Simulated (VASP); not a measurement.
Here is a VASP 6.6.1 calculation.

File INCAR:

```
SYSTEM = Mo
ALGO = Normal
EDIFF = 1E-6
ENCUT = 500
GGA = PS
GGA_COMPAT = .FALSE.
ISIF = 2
ISMEAR = -1
LASPH = .TRUE.
LCHARG = .FALSE.
LREAL = .FALSE.
LWAVE = .FALSE.
NBANDS = 13
NELM = 120
PREC = Accurate
SIGMA = 0.15
```

File KPOINTS:

```
k-points
0
G
  20 20 20
  0 0 0
```

The input POSCAR:

```
Mo
1.0
   -1.5650818884      1.5650818884      1.5650818884
    1.5650818884     -1.5650818884      1.5650818884
    1.5650818884      1.5650818884     -1.5650818884
Mo
1
Direct
    0.0000000000      0.0000000000      0.0000000000
```

Potentials or basis: VASP PAW PBE potentials, release 64 (Mo_sv).

Launch:

```console
$ cat potpaw_PBE.64/Mo_sv/POTCAR > POTCAR
$ mpirun -np 1 vasp_std > vasp.out
```

(1) What does it give for the pressure?

(2) Estimate the band gap on the k mesh.

## Answers

(1) 0.6 GPa.

(2) zero (bands 7 and 8 overlap by 5.53 eV).

Caveat: the PAW data sets were made with another functional, which shifts forces and pressure a little.
